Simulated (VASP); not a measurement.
# FeRu (P-6m2) in VASP: notebook

Runs on FeRu. Level: LDA. Tasks: single point.

All numbers are computed with VASP 6.6.1; they aren't measurements. Logs are shortened: lines on timing, memory, paths and dates and some standing lists are left out, and cuts for length are marked.

## 1. The cell of the first run

Symmetry: P-6m2, No. 187, hexagonal system. Conventional cell: a = 2.347 Å, b = 2.347 Å, c = 3.614 Å, α = 90.00°, β = 90.00°, γ = 120.00°. Fe (site symmetry -6m2) has 6 Ru at 2.26 Å and 6 Fe at 2.35 Å within 3.0 Å. Ru (site symmetry -6m2) has 6 Fe at 2.26 Å and 6 Ru at 2.35 Å within 3.0 Å.

## 2. Single point, LDA (8.62 Å³/atom)

INCAR

```
SYSTEM = FeRu
PREC     = Accurate       ! precision mode
ENCUT    = 520            ! plane-wave cutoff, eV
EDIFF    = 1E-6           ! SCF threshold, eV
ISMEAR   = -1             ! smearing method
SIGMA    = 0.05           ! smearing width, eV
LREAL    = .False.        ! projectors in reciprocal space
LASPH    = .True.         ! aspherical terms in the spheres
NELM     = 60             ! most SCF steps
ALGO     = Normal         ! electronic algorithm
ISIF     = 2              ! what is computed and relaxed
LWAVE    = .False.        ! write WAVECAR
LCHARG   = .True.         ! write CHGCAR
GGA      = CA             ! functional
LELF     = .True.         ! ELF
LVHAR    = .True.       
NBANDS   = 18             ! bands
```

KPOINTS

```
Automatic mesh
0
Gamma
  12 12 7
  0 0 0
```

POSCAR

```
FeRu
1.0
    2.3465539571      0.0000000000      0.0000000000
   -1.1732769785      2.0321753382      0.0000000000
    0.0000000000      0.0000000000      3.6139708413
Fe Ru
1 1
Direct
    0.0000000000      0.0000000000      0.5000000000
    0.6666666667      0.3333333333      0.0000000000
```

Potentials or basis: VASP PAW LDA potentials, release 64 (Fe, Ru_pv).

Started as:

```sh
$ cat potpaw_LDA.64/Fe/POTCAR potpaw_LDA.64/Ru_pv/POTCAR > POTCAR
$ mpirun -np 1 vasp_std > vasp.out
```

OUTCAR:

```text
SYSTEM = FeRu
   PREC = Accurate
   ENCUT = 520
   EDIFF = 1E-6
   ISMEAR = -1
   LREAL = .False.
   LASPH = .True.
   NELM = 60
   ISIF = 2
   GGA = CA

 ion  position               nearest neighbor table
   1  0.000  0.000  0.500-   2 2.26   2 2.26   2 2.26   2 2.26   2 2.26   2 2.26
   2  0.667  0.333  0.000-   1 2.26   1 2.26   1 2.26   1 2.26   1 2.26   1 2.26

  LATTYP: Found a hexagonal cell.
 ALAT       =     2.3465539571
 C/A-ratio  =     1.5401183639

  Lattice vectors:

 A1 = (   2.3465539571,   0.0000000000,   0.0000000000)
 A2 = (  -1.1732769785,   2.0321753382,   0.0000000000)
 A3 = (   0.0000000000,   0.0000000000,   3.6139708413)

Analysis of symmetry for initial positions (statically):
=====================================================================
 Subroutine PRICEL returns:
 Original cell was already a primitive cell.

 Routine SETGRP: Setting up the symmetry group for a
 hexagonal supercell.

 Subroutine GETGRP returns: Found 12 space group operations
 (whereof 12 operations were pure point group operations)
 out of a pool of 24 trial point group operations.

The static configuration has the point symmetry D_3h.

Analysis of symmetry for dynamics (positions and initial velocities):
=====================================================================
 Subroutine PRICEL returns:
 Original cell was already a primitive cell.

 Routine SETGRP: Setting up the symmetry group for a
 hexagonal supercell.

 Subroutine GETGRP returns: Found 12 space group operations
 (whereof 12 operations were pure point group operations)
 out of a pool of 24 trial point group operations.

The dynamic configuration has the point symmetry D_3h.

 Subroutine INISYM returns: Found 12 space group operations
 (whereof 12 operations are pure point group operations),
 and found     1 'primitive' translations

----------------------------------------------------------------------------------------

                                     Primitive cell

  volume of cell :      17.2336

  direct lattice vectors                    reciprocal lattice vectors
     2.346553957  0.000000000  0.000000000     0.426156832  0.246041762  0.000000000
    -1.173276978  2.032175338  0.000000000     0.000000000  0.492083523  0.000000000
     0.000000000  0.000000000  3.613970841     0.000000000  0.000000000  0.276703948

  length of vectors
     2.346553957  2.346553957  3.613970841     0.492083523  0.492083523  0.276703948

  position of ions in fractional coordinates (direct lattice)
     0.000000000  0.000000000  0.500000000
     0.666666667  0.333333333  0.000000000

  ion indices of the primitive-cell ions
   primitive index   ion index
                 1           1
                 2           2

----------------------------------------------------------------------------------------

 KPOINTS: Automatic mesh

Automatic generation of k-mesh.
 Grid dimensions read from file:
 generate k-points for:   12   12    7

 Generating k-lattice:

  Cartesian coordinates                     Fractional coordinates (reciprocal lattice)
     0.035513069  0.020503480  0.000000000     0.083333333  0.000000000  0.000000000
     0.000000000  0.041006960  0.000000000     0.000000000  0.083333333  0.000000000
     0.000000000  0.000000000  0.039529135     0.000000000  0.000000000  0.142857143

  Length of vectors
     0.041006960  0.041006960  0.039529135

  Shift w.r.t. Gamma in fractional coordinates (k-lattice)
     0.000000000  0.000000000  0.000000000

 Subroutine IBZKPT returns following result:
 ===========================================

 Found     76 irreducible k-points:

 Following reciprocal coordinates:
            Coordinates               Weight
  0.000000  0.000000  0.000000      1.000000
  0.083333  0.000000  0.000000      6.000000
  0.166667  0.000000  0.000000      6.000000
  0.250000  0.000000  0.000000      6.000000
  0.333333  0.000000  0.000000      6.000000
  0.416667  0.000000  0.000000      6.000000
[... 16 lines left out ...]
  0.250000  0.000000  0.142857     12.000000
  0.333333  0.000000  0.142857     12.000000
 [... further k-points ...]
   k-points           NKPTS =     76   k-points in BZ     NKDIM =     76   number of bands    NBANDS=     18
   number of dos      NEDOS =    301   number of ions     NIONS =      2
   total plane-waves  NPLWV =   9072
   dimension x,y,z NGX =    18 NGY =   18 NGZ =   28
   dimension x,y,z NGXF=    36 NGYF=   36 NGZF=   56
   ions per type =               1   1
   NGX,Y,Z   is equivalent  to a cutoff of  12.75, 12.75, 12.88 a.u.
   NGXF,Y,Z  is equivalent  to a cutoff of  25.50, 25.50, 25.76 a.u.
 SYSTEM =  FeRu
   PREC   = accura    normal or accurate (medium, high low for compatibility)
   ISTART =      0    job   : 0-new  1-cont  2-samecut
   ICHARG =      2    charge: 1-file 2-atom 10-const
   ISPIN  =      1    spin polarized calculation?
   LNONCOLLINEAR =      F non collinear calculations
   LSORBIT =      F    spin-orbit coupling
   LASPH  =      T    aspherical Exc in radial PAW
   ENCUT  =  520.0 eV  38.22 Ry    6.18 a.u.   4.36  4.36  6.72*2*pi/ulx,y,z
   NELM   =     60;   NELMIN=  2; NELMDL= -5     # of ELM steps
   EDIFF  = 0.1E-05   stopping-criterion for ELM
   LREAL  =      F    real-space projection
[... 7 lines left out ...]
   TEBEG  =    0.0;   TEEND  =   0.0 temperature during run
   PSTRESS=    0.0 pullay stress
   NELECT =      22.0000    total number of electrons
   NUPDOWN=      -1.0000    fix difference up-down
   EMIN   =  10.00;   EMAX   =-10.00  energy-range for DOS
   EFERMI =   0.00;   METHOD = LEGACY
   ISMEAR =    -1;   SIGMA  =   0.05  broadening in eV -4-tet -1-fermi 0-gaus
   EFERMI_NEDOS =   21; number of points for ismear=-14 and -15
   IALGO  =     38    algorithm
   IMIX   =      4    mixing-type and parameters
     AMIX     =   0.40;   BMIX     =  1.00
     AMIX_MAG =   1.60;   BMIX_MAG =  1.00
  volume/ion in A,a.u.               =       8.62        58.15
  Fermi-wavevector in a.u.,A,eV,Ry     =   1.775921  3.356004 42.911344  3.153895
  Thomas-Fermi vector in A             =   2.841618
   LORBIT       =      0    0 simple, 1 ext, 2 COOP (PROOUT), +10 PAW based schemes
   GGA     = CA    functional components
   LHFCALC =     F    Hartree Fock is set to
   AEXX    =    0.0000 exact exchange contribution
   IVDW    =     0    specifies the selected vdW correction
   LEPSILON=     F    determine dielectric tensor
   LRPA    =     F    only Hartree local field effects (RPA)
 non-spin polarized calculation
  energy-cutoff  :      520.00
  volume of cell :       17.23
 maximum number of plane-waves:       488
 NGX is ok and might be reduce to    18
   NGX =  9   NGY =  9   NGZ = 13

 number of electron      21.9999991 magnetization

 Free energy of the ion-electron system (eV)
  ---------------------------------------------------
  ext. energy  EPLUGINS =         0.00000000
  ---------------------------------------------------
  free energy    TOTEN  =       -17.18993867 eV

  energy without entropy =      -17.17642330  energy(sigma->0) =      -17.18318099

 E-fermi :  15.9790     XC(G=0): -16.2427

 val. band max:       15.9729603089   @ k =   0.3333   0.0000   0.1429
 cond. band min:      15.9890126130   @ k =   0.1667   0.0833   0.2857
 fundamental gap:      0.0160523041
 Fermi energy:        15.9789821727

 k-point     1 :       0.0000    0.0000    0.0000
  band No.  band energies     occupation
      1     -27.9164      2.00000
      2     -26.4190      2.00000
      3     -26.4190      2.00000
      4       5.8527      2.00000
      5       7.2677      2.00000
      6      11.9284      2.00000
[... 10 lines left out ...]
     17      30.6563      0.00000
     18      31.9842      0.00000

 k-point     2 :       0.0833    0.0000    0.0000
  band No.  band energies     occupation
      1     -27.8906      2.00000
      2     -26.6269      2.00000
      3     -26.4641      2.00000
      4       6.1832      2.00000
      5       7.5807      2.00000
      6      11.4432      2.00000
[... 10 lines left out ...]
     17      30.6238      0.00000
     18      32.7942      0.00000

 k-point     3 :       0.1667    0.0000    0.0000
  band No.  band energies     occupation
      1     -27.8193      2.00000
      2     -27.1784      2.00000
      3     -26.5859      2.00000
      4       7.0278      2.00000
      5       8.2446      2.00000
      6      10.7822      2.00000
[... 10 lines left out ...]
     17      30.4066      0.00000
     18      34.6985      0.00000

 k-point     4 :       0.2500    0.0000    0.0000
  band No.  band energies     occupation
      1     -27.8961      2.00000
      2     -27.7204      2.00000
      3     -26.7492      2.00000
      4       7.8157      2.00000
      5       8.3980      2.00000
      6      10.5681      2.00000
[... 10 lines left out ...]
     17      29.9231      0.00000
     18      33.4227      0.00000

 k-point     5 :       0.3333    0.0000    0.0000
  band No.  band energies     occupation
      1     -28.5784      2.00000
      2     -27.6198      2.00000
      3     -26.9089      2.00000
      4       7.2607      2.00000
      5       9.1241      2.00000
      6       9.1764      2.00000
[... 10 lines left out ...]
     17      28.6749      0.00000
     18      31.2190      0.00000

 k-point     6 :       0.4167    0.0000    0.0000
  band No.  band energies     occupation
      1     -29.0583      2.00000
      2     -27.5449      2.00000
      3     -27.0236      2.00000
      4       6.7086      2.00000
      5       8.2921      2.00000
      6       9.5177      2.00000
[... 10 lines left out ...]
     17      29.3680      0.00000
     18      30.4586      0.00000

 k-point     7 :       0.5000    0.0000    0.0000
  band No.  band energies     occupation
      1     -29.2302      2.00000
      2     -27.5173      2.00000
      3     -27.0652      2.00000
      4       6.5084      2.00000
      5       7.9896      2.00000
      6       9.5959      2.00000
[... 10 lines left out ...]
     17      29.7039      0.00000
     18      30.3112      0.00000

 k-point     8 :       0.0833    0.0833    0.0000
  band No.  band energies     occupation
      1     -27.8420      2.00000
      2     -26.9949      2.00000
      3     -26.5594      2.00000
      4       6.7776      2.00000
      5       8.1331      2.00000
      6      10.7739      2.00000
[... 10 lines left out ...]
     17      30.4936      0.00000
     18      34.2231      0.00000
[... 229 lines left out ...]
     17      26.0268      0.00000
     18      35.4835      0.00000

 k-point    20 :       0.0000    0.0000    0.1429
  band No.  band energies     occupation
      1     -27.9378      2.00000
      2     -26.4194      2.00000
      3     -26.4194      2.00000
      4       6.1914      2.00000
      5       7.3899      2.00000
      6      11.7827      2.00000
[... 10 lines left out ...]
     17      31.2406      0.00000
     18      31.9836      0.00000

 k-point    21 :       0.0833    0.0000    0.1429
  band No.  band energies     occupation
      1     -27.9104      2.00000
      2     -26.6267      2.00000
      3     -26.4646      2.00000
      4       6.5138      2.00000
      5       7.7021      2.00000
      6      11.3819      2.00000
[... 10 lines left out ...]
     17      31.4587      0.00000
     18      32.6328      0.00000

 k-point    22 :       0.1667    0.0000    0.1429
  band No.  band energies     occupation
      1     -27.8348      2.00000
      2     -27.1765      2.00000
      3     -26.5868      2.00000
      4       7.2977      2.00000
      5       8.3724      2.00000
      6      10.8053      2.00000
[... 10 lines left out ...]
     17      31.5167      0.00000
     18      34.5157      0.00000

 k-point    23 :       0.2500    0.0000    0.1429
  band No.  band energies     occupation
      1     -27.8943      2.00000
      2     -27.7283      2.00000
      3     -26.7505      2.00000
      4       7.8644      2.00000
      5       8.5543      2.00000
      6      10.4568      2.00000
[... 10 lines left out ...]
     17      31.1913      0.00000
     18      33.7513      0.00000

 k-point    24 :       0.3333    0.0000    0.1429
  band No.  band energies     occupation
      1     -28.5741      2.00000
      2     -27.6228      2.00000
      3     -26.9105      2.00000
      4       7.3035      2.00000
      5       8.5424      2.00000
      6       9.9019      2.00000
[... 10 lines left out ...]
     17      29.8964      0.00000
     18      32.3162      0.00000

 [... further k-points ...]
[... 5 lines left out ...]
  --------------------------------------------------------------------------------------
  -------------------------------------------------------------------------------------
  Total       20.9620543     20.9620543     21.8307367      0.0000000     -0.0000000      0.0000000
  in kB     1948.8035360   1948.8035360   2029.5633293      0.0000000     -0.0000000      0.0000000
  external PRESSURE =    1975.7234671 kB  Pullay stress =       0.0000000 kB

 VOLUME and BASIS-vectors are now :
 -----------------------------------------------------------------------------
  energy-cutoff  :      520.00
  volume of cell :       17.23
      direct lattice vectors                 reciprocal lattice vectors
     2.346553957  0.000000000  0.000000000     0.426156832  0.246041762  0.000000000
    -1.173276978  2.032175338  0.000000000     0.000000000  0.492083523  0.000000000
     0.000000000  0.000000000  3.613970841     0.000000000  0.000000000  0.276703948

 POSITION                                       TOTAL-FORCE (eV/Angst)
 -----------------------------------------------------------------------------------
      0.00000      0.00000      1.80699        -0.000000      0.000000      0.000000
      1.17328      0.67739      0.00000         0.000000     -0.000000      0.000000
 -----------------------------------------------------------------------------------
    total drift:                               -0.000000      0.000000      0.000000

  FREE ENERGIE OF THE ION-ELECTRON SYSTEM (eV)
  ---------------------------------------------------
  free  energy   TOTEN  =       -17.1899386743 eV

  energy  without entropy=      -17.1764233002  energy(sigma->0) =      -17.18318099
```

It took 41 s on 1 thread of Intel Xeon 8259CL, shared host; peak memory 0.14 GiB.

What came out:

- Free energy: -17.1899 eV
- Pressure: 197.6 GPa
- Band gap on the k mesh: zero (bands 11 and 12 overlap by 3.27 eV)

Levels at points of the mesh, in eV from the Fermi level:
| k point | band 9 | band 10 | band 11 | band 12 | band 13 | band 14 |
| --- | --- | --- | --- | --- | --- | --- |
| (0.00, 0.00, 0.00) | -1.99 | -1.99 | -1.90 | -1.90 | 1.70 | 1.70 |
| (0.50, 0.00, 0.00) | -2.20 | -1.48 | 0.95 | 2.59 | 3.61 | 4.89 |

Caveat: the cell stands under pressure; the run has no spin polarisation, though such a crystal can be magnetic. Spin polarisation is off, so any magnetic state and its effect on volume and gap are missing.

## 3. Single point, LDA (9.36 Å³/atom)

This run uses another cell than the first one, of 9.36 Å³/atom.

INCAR

```
SYSTEM = FeRu
PREC = Accurate
ENCUT = 520
EDIFF = 1E-7
ISMEAR = -1
SIGMA = 0.05
LREAL = .False.
LASPH = .True.
NELM = 60
ALGO = Normal
ISIF = 2
LWAVE = .False.
LCHARG = .False.
NBANDS = 18
```

KPOINTS

```
regular mesh
0
Gamma
  12 12 7
  0 0 0
```

POSCAR

```
FeRu
1.0
    2.4117691133      0.0000000000      0.0000000000
   -1.2058845566      2.0886533202      0.0000000000
    0.0000000000      0.0000000000      3.7144099010
Fe Ru
1 1
Direct
    0.0000000000      0.0000000000      0.5000000000
    0.6666666667      0.3333333333      0.0000000000
```

Potentials or basis: VASP PAW LDA potentials, release 64 (Fe, Ru_pv).

Started as:

```sh
$ cat potpaw_LDA.64/Fe/POTCAR potpaw_LDA.64/Ru_pv/POTCAR > POTCAR
$ mpirun -np 1 vasp_std > vasp.out
```

It took 42 s on 1 thread of Intel Xeon 8259CL, shared host; peak memory 0.14 GiB.

It converged, with:

- Free energy: -18.6208 eV
- Pressure: 117.6 GPa
- Band gap on the k mesh: zero (bands 11 and 12 overlap by 2.87 eV)

Stress tensor (GPa, compression positive):
```
115.81   0.00   0.00
  0.00 115.81   0.00
  0.00   0.00 121.10
```

Levels at points of the mesh, in eV from the Fermi level:
```
           k point  band 7  band 8  band 9  band 10  band 11  band 12  band 13  band 14  band 15  band 16
(0.00, 0.00, 0.00)   -3.59   -2.29   -1.75    -1.75    -1.68    -1.68     1.52     1.52     1.83     9.72
(0.50, 0.00, 0.00)   -3.63   -2.49   -2.00    -1.37     0.84     2.28     3.18     4.31     8.00     9.72
```

Caveat: the cell stands under pressure; the run has no spin polarisation, though such a crystal can be magnetic. Spin polarisation is off, so any magnetic state and its effect on volume and gap are missing.

(Part 1 of 2 ends here.)
